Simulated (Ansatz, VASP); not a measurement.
## Os in VASP and in Ansatz

```
Os
1.0
     4.32272    0.00000    0.00000
    -2.16136    3.74359    0.00000
     0.00000    0.00000    2.72200
Os
3
Direct
  0.00000 0.00000 0.00000
  0.33333 0.66667 0.50000
  0.66667 0.33333 0.50000
```

Alike in both runs: functional PBE; k mesh 9 × 9 × 13; occupations fermi-dirac, width 0.1 eV; no spin polarisation.

Ansatz relaxed the structure, and its values are those at the end. VASP's run is a single point on that final structure, the one shown.

```csv
,VASP,Ansatz
version,VASP 6.6.1,Ansatz 0.2.0
potentials or method,"VASP PAW PBE potentials, release 64 (Os_sv_GW)","PAW with Ansatz's default frozen-core files, scalar-relativistic"
plane-wave cutoff (eV),560,420
valence electrons in the cell,48,48
```

|  | VASP | Ansatz | Ansatz less VASP |
| --- | --- | --- | --- |
| pressure (GPa) | -1.3 | 0.0 | +1.28 |

Neither program's run includes spin-orbit coupling.
